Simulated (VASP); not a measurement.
# ZnCd2Te3 (P1) in VASP: single point with PBE

Aim: the single point of ZnCd2Te3 with PBE.

Program: VASP 6.6.1. These are calculated values, not measurements. Logs are shortened: lines on timing, memory, paths and dates and some standing lists are left out, and cuts for length are marked.

### Step 1. The cell of the first run

The typed cell holds 12 atoms: a = 4.585 Å, b = 9.171 Å, c = 10.187 Å, α = 102.77°, β = 102.93°, γ = 90.04°.

### Step 2. Single point, PBE

File INCAR:

```
SYSTEM = ZnCd2Te3
  ALGO = Normal
  EDIFF = 1E-6
  ENCUT = 520
  GGA = PE
  ISIF = 2
  ISMEAR = 0
  LASPH = .TRUE.
  LCHARG = .FALSE.
  LREAL = .FALSE.
  LWAVE = .FALSE.
  NBANDS = 66
  NELM = 60
  PREC = Accurate
  SIGMA = 0.1
```

File KPOINTS:

```
k-points
0
G
  4 2 4
  0 0 0
```

File POSCAR:

```
ZnCd2Te3
1.0
    4.5848461534      0.0017190210     -0.0026368524
   -0.0034803639     -9.1705174563     -0.0187373727
   -2.2853515637      2.2721934290     -9.6636923761
Zn Cd Te
2 4 6
Direct
    0.4961105181      0.7506612600     -0.0001558985
    0.4987443091      0.2505138864      0.0004326961
    0.1606037187      0.5817032153      0.3250066183
    0.1639556338      0.0813411751      0.3253317382
    0.8397687142      0.9189400829      0.6749770987
    0.8397905626      0.4186170303      0.6744316446
    0.9227573576      0.7120808942      0.8500887141
    0.9245269792      0.2122920530      0.8505842217
    0.2523379846      0.8745882671      0.5000167958
    0.2519212053      0.3745796336      0.4997473558
    0.5733382028      0.5374770459      0.1496170652
    0.5761448141      0.0372054564      0.1499219501
```

Potentials or basis: VASP PAW PBE potentials, release 64 (Zn, Cd, Te).

Started as:

```console
> cat potpaw_PBE.64/Zn/POTCAR potpaw_PBE.64/Cd/POTCAR potpaw_PBE.64/Te/POTCAR > POTCAR
> mpirun -np 1 vasp_std > vasp.out
```

OUTCAR:

```text
SYSTEM = ZnCd2Te3
   EDIFF = 1E-6
   ENCUT = 520
   GGA = PE
   ISIF = 2
   ISMEAR = 0
   LASPH = .TRUE.
   LREAL = .FALSE.
   NELM = 60
   PREC = Accurate

 ion  position               nearest neighbor table
   1  0.496  0.751  1.000-   7 2.71  12 2.71  11 2.71   7 2.72
   2  0.499  0.251  0.000-  12 2.71   8 2.71  11 2.71   8 2.71
   3  0.161  0.582  0.325-  10 2.85   9 2.85  11 2.85  11 2.85
   4  0.164  0.081  0.325-   9 2.85  10 2.85  12 2.85  12 2.85
   5  0.840  0.919  0.675-   9 2.85   7 2.85   9 2.85   8 2.85
   6  0.840  0.419  0.674-  10 2.84  10 2.85   8 2.85   7 2.86
   7  0.923  0.712  0.850-   1 2.71   1 2.72   5 2.85   6 2.86
   8  0.925  0.212  0.851-   2 2.71   2 2.71   6 2.85   5 2.85
   9  0.252  0.875  0.500-   4 2.85   5 2.85   3 2.85   5 2.85
  10  0.252  0.375  0.500-   6 2.84   3 2.85   4 2.85   6 2.85
  11  0.573  0.537  0.150-   2 2.71   1 2.71   3 2.85   3 2.85
  12  0.576  0.037  0.150-   2 2.71   1 2.71   4 2.85   4 2.85

  LATTYP: Found a triclinic cell.
 ALAT       =    12.0855927092
 B/A-ratio  =     0.3793646985
 C/A-ratio  =     0.7587991321
 COS(alpha) =     0.0007532751
 COS(beta)  =     0.1868740374
 COS(gamma) =     0.5701626183

  Lattice vectors:

 A1 = (  -6.8843407431,  -2.2756314710,   9.6689660809)
 A2 = (  -4.5848461534,  -0.0017190210,   0.0026368524)
 A3 = (  -0.0034803639,  -9.1705174563,  -0.0187373727)

Analysis of symmetry for initial positions (statically):
=====================================================================
 Subroutine PRICEL returns:
 Original cell was already a primitive cell.

 Routine SETGRP: Setting up the symmetry group for a
 triclinic supercell.

 Subroutine GETGRP returns: Found  1 space group operations
 (whereof  1 operations were pure point group operations)
 out of a pool of  2 trial point group operations.

The static configuration has the point symmetry C_1 .

Analysis of symmetry for dynamics (positions and initial velocities):
=====================================================================
 Subroutine PRICEL returns:
 Original cell was already a primitive cell.

 Routine SETGRP: Setting up the symmetry group for a
 triclinic supercell.

 Subroutine GETGRP returns: Found  1 space group operations
 (whereof  1 operations were pure point group operations)
 out of a pool of  2 trial point group operations.

The dynamic configuration has the point symmetry C_1 .

 Subroutine INISYM returns: Found  1 space group operations
[... 124 lines left out ...]
   NUPDOWN=      -1.0000    fix difference up-down
   EMIN   =  10.00;   EMAX   =-10.00  energy-range for DOS
   EFERMI =   0.00;   METHOD = LEGACY
   ISMEAR =     0;   SIGMA  =   0.10  broadening in eV -4-tet -1-fermi 0-gaus
   EFERMI_NEDOS =   21; number of points for ismear=-14 and -15
   IALGO  =     38    algorithm
   IMIX   =      4    mixing-type and parameters
     AMIX     =   0.40;   BMIX     =  1.00
     AMIX_MAG =   1.60;   BMIX_MAG =  1.00
  volume/ion in A,a.u.               =      33.88       228.64
  Fermi-wavevector in a.u.,A,eV,Ry     =   1.052381  1.988712 15.068528  1.107506
  Thomas-Fermi vector in A             =   2.187461
   LORBIT       =      0    0 simple, 1 ext, 2 COOP (PROOUT), +10 PAW based schemes
   GGA     = PE    functional components
   LHFCALC =     F    Hartree Fock is set to
   AEXX    =    0.0000 exact exchange contribution
   IVDW    =     0    specifies the selected vdW correction
   LEPSILON=     F    determine dielectric tensor
   LRPA    =     F    only Hartree local field effects (RPA)
 non-spin polarized calculation
 Gauss-broadening in eV      SIGMA  =   0.10
  energy-cutoff  :      520.00
  volume of cell :      406.56
 maximum number of plane-waves:     11002
 NGX is ok and might be reduce to    36
   NGX = 17   NGY = 35   NGZ = 37

 number of electron     107.9999985 magnetization

 Free energy of the ion-electron system (eV)
  ---------------------------------------------------
  ext. energy  EPLUGINS =         0.00000000
  ---------------------------------------------------
  free energy    TOTEN  =       -29.38022600 eV

  energy without entropy =      -29.38022593  energy(sigma->0) =      -29.38022596

 E-fermi :   2.4875     XC(G=0):  -8.4628

 val. band max:        2.1498599543   @ k =   0.0000   0.0000   0.0000
 cond. band min:       2.8173272855   @ k =   0.0000   0.0000   0.0000
 fundamental gap:      0.6674673312
 Fermi energy:         2.4874790295

 k-point     1 :       0.0000    0.0000    0.0000
  band No.  band energies     occupation
      1      -8.9481      2.00000
      2      -8.4987      2.00000
      3      -8.4874      2.00000
      4      -8.4396      2.00000
      5      -8.3996      2.00000
      6      -8.3418      2.00000
[... 1369 lines left out ...]
     65       6.8214      0.00000
     66       6.8333      0.00000

------------------------ aborting loop because EDIFF is reached ----------------------------------------

  FORCE on cell =-STRESS in cart. coord.  units (eV):
  Direction    XX          YY          ZZ          XY          YZ          ZX
  --------------------------------------------------------------------------------------
  -------------------------------------------------------------------------------------
  Total        0.4381016      0.4169205      0.5147165     -0.0199942     -0.2033949      0.0699331
  in kB        1.7264580      1.6429884      2.0283800     -0.0787925     -0.8015329      0.2755902
  external PRESSURE =       1.7992755 kB  Pullay stress =       0.0000000 kB

 VOLUME and BASIS-vectors are now :
 -----------------------------------------------------------------------------
  energy-cutoff  :      520.00
  volume of cell :      406.56
      direct lattice vectors                 reciprocal lattice vectors
     4.584846153  0.001719021 -0.002636852     0.218080160  0.000022600 -0.051568124
    -0.003480364 -9.170517456 -0.018737373     0.000026123 -0.108992736 -0.025633295
    -2.285351564  2.272193429 -9.663692376    -0.000059556  0.000211325 -0.103416343

 POSITION                                       TOTAL-FORCE (eV/Angst)
 -----------------------------------------------------------------------------------
     -0.01302     -4.61126     -9.67756         0.017275      0.009626      0.001971
      2.28481     -2.29550     -0.01019         0.003644      0.005942      0.006949
     -0.00844     -4.59577     -3.15209         0.001345      0.005594     -0.007728
      0.00793     -0.00644     -3.14586        -0.004885     -0.000546     -0.004330
      2.30445     -6.89203     -6.54220        -0.002017     -0.004618      0.007507
      2.30754     -2.30505     -6.52756        -0.011486      0.003314     -0.006554
      2.28547     -4.59700     -8.23077         0.000025     -0.000080     -0.020359
      2.29419     -0.01255     -8.22620         0.003840     -0.007853     -0.010170
      0.01117     -6.88386     -4.84906        -0.009510     -0.000454     -0.008239
      0.01162     -2.29913     -4.83709         0.001518     -0.004444      0.000989
      2.28487     -4.58800     -1.45744         0.003822     -0.001230      0.017168
      2.29878      0.00045     -1.45102        -0.003569     -0.005251      0.022797
 -----------------------------------------------------------------------------------
    total drift:                                0.001706     -0.000703     -0.000973

  FREE ENERGIE OF THE ION-ELECTRON SYSTEM (eV)
  ---------------------------------------------------
  free  energy   TOTEN  =       -29.3802259958 eV

  energy  without entropy=      -29.3802259284  energy(sigma->0) =      -29.38022596
```

OSZICAR:

```text
N       E                     dE             d eps       ncg     rms          rms(c)
DAV:   1     0.781186030858E+03    0.78119E+03   -0.46594E+04  2640   0.151E+03
DAV:   2     0.439671242444E+02   -0.73722E+03   -0.70815E+03  2752   0.364E+02
DAV:   3    -0.282287672719E+02   -0.72196E+02   -0.70984E+02  2996   0.115E+02
DAV:   4    -0.306417401524E+02   -0.24130E+01   -0.24053E+01  3020   0.194E+01
DAV:   5    -0.307016110412E+02   -0.59871E-01   -0.59860E-01  3192   0.289E+00    0.116E+01
DAV:   6    -0.294346585257E+02    0.12670E+01   -0.33085E+00  3270   0.157E+01    0.943E+00
DAV:   7    -0.293770117443E+02    0.57647E-01   -0.13837E+00  3010   0.465E+00    0.368E+00
DAV:   8    -0.293795906454E+02   -0.25789E-02   -0.82335E-02  2970   0.187E+00    0.125E+00
DAV:   9    -0.293795827763E+02    0.78691E-05   -0.74308E-03  2954   0.404E-01    0.571E-01
DAV:  10    -0.293799900692E+02   -0.40729E-03   -0.27360E-03  3012   0.177E-01    0.140E-01
DAV:  11    -0.293801597025E+02   -0.16963E-03   -0.33397E-04  2898   0.946E-02    0.381E-02
DAV:  12    -0.293801998436E+02   -0.40141E-04   -0.41815E-05  2994   0.468E-02    0.176E-02
DAV:  13    -0.293802209294E+02   -0.21086E-04   -0.21296E-05  2716   0.267E-02    0.119E-02
DAV:  14    -0.293802249500E+02   -0.40206E-05   -0.67936E-06  2514   0.139E-02    0.296E-03
DAV:  15    -0.293802259893E+02   -0.10393E-05   -0.79133E-07  1802   0.484E-03    0.298E-03
DAV:  16    -0.293802259958E+02   -0.64756E-08   -0.60301E-07  1796   0.494E-03
   1 F= -.29380226E+02 E0= -.29380226E+02  d E =-.673587E-07
```

Run time: 11 min. Hardware: 1 thread of Intel Xeon Platinum 8259CL at 2.50GHz (Skylake/Cascade Lake), shared host; peak memory 0.74 GiB.

What came out:

```yaml
Free_energy: -29.3802 eV
Pressure: 0.2 GPa
Largest_force: 0.024 eV/Å
Band_gap_on_the_k_mesh: 0.67 eV
```

Forces in eV/Å, atoms in the order of the input:
```
Zn   0.017  0.010  0.002
Zn   0.004  0.006  0.007
Cd   0.001  0.006 -0.008
Cd  -0.005 -0.001 -0.004
Cd  -0.002 -0.005  0.008
Cd  -0.011  0.003 -0.007
Te   0.000  0.000 -0.020
Te   0.004 -0.008 -0.010
Te  -0.010  0.000 -0.008
Te   0.002 -0.004  0.001
Te   0.004 -0.001  0.017
Te  -0.004 -0.005  0.023
```

Levels at points of the mesh, in eV from the valence-band top:
| k point | band 51 | band 52 | band 53 | band 54 | band 55 | band 56 | band 57 | band 58 |
| --- | --- | --- | --- | --- | --- | --- | --- | --- |
| (0.00, 0.00, 0.00) | -0.63 | -0.05 | -0.01 | 0.00 | 0.67 | 1.66 | 2.33 | 2.57 |
| (0.50, 0.00, 0.00) | -1.07 | -0.73 | -0.69 | -0.64 | 1.67 | 2.53 | 2.55 | 2.66 |
| (0.00, 0.50, 0.00) | -0.64 | -0.64 | -0.21 | -0.21 | 2.09 | 2.09 | 2.59 | 2.59 |
| (0.50, 0.50, 0.00) | -1.28 | -1.28 | -1.19 | -1.19 | 2.82 | 2.82 | 3.05 | 3.06 |
| (0.00, 0.00, 0.50) | -0.68 | -0.63 | -0.49 | -0.49 | 1.70 | 2.08 | 2.33 | 2.54 |
| (0.50, 0.00, 0.50) | -1.07 | -0.72 | -0.69 | -0.63 | 1.68 | 2.53 | 2.55 | 2.66 |
| (0.00, 0.50, 0.50) | -0.42 | -0.41 | -0.40 | -0.40 | 1.85 | 1.85 | 2.20 | 2.21 |
| (0.50, 0.50, 0.50) | -1.29 | -1.29 | -1.18 | -1.18 | 2.82 | 2.82 | 3.06 | 3.07 |

Caveat: semilocal functionals underestimate gaps, and a narrow one can read as zero; spin-orbit coupling is left out, which moves the levels of the heavy elements.
